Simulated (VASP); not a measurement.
Input of a VASP 6.6.1 run:

File INCAR:

```
  PREC = Accurate
  ENCUT = 600
  EDIFF = 1E-7
  ISMEAR = 0
  SIGMA = 0.05
  LREAL = False
  LASPH = True
  NELM = 150
  ALGO = Normal
  ISIF = 8
  LWAVE = False
  LCHARG = False
  ISPIN = 2
  MAGMOM = 0 1.5
  LORBIT = 11
  LMAXMIX = 4
  GGA = PE
  IBRION = 2
  NSW = 60
  EDIFFG = -0.01
```

KPOINTS

```
regular mesh
0
Gamma
  8 8 8
```

File POSCAR:

```
TaV
1.0
    3.1650000000      0.0000000000      0.0000000000
    0.0000000000      3.1650000000      0.0000000000
    0.0000000000      0.0000000000      3.1650000000
Ta V
1 1
Direct
    0.0000000000      0.0000000000      0.0000000000
    0.5000000000      0.5000000000      0.5000000000
```

Potentials or basis: VASP PAW PBE potentials, release 64 (Ta_pv, V_sv).

Command:

```sh
$ cat potpaw_PBE.64/Ta_pv/POTCAR potpaw_PBE.64/V_sv/POTCAR > POTCAR
$ mpirun -np 1 vasp_std > vasp.out
```

(1) Estimate the relaxed volume.

(2) Estimate the relaxed cell.

(3) What does it give for the space group after relaxing (to 0.1 Å)?

(4) What does it give for the band gap on the k mesh?

Results:

(1) 15.92 Å³/atom.

(2) a = 3.170 Å, b = 3.170 Å, c = 3.170 Å, α = 90.00°, β = 90.00°, γ = 90.00°.

(3) Pm-3m (No. 221).

(4) zero (filled and empty bands overlap).

Caveat: spin-orbit coupling is left out, which moves the levels of the heavy elements.
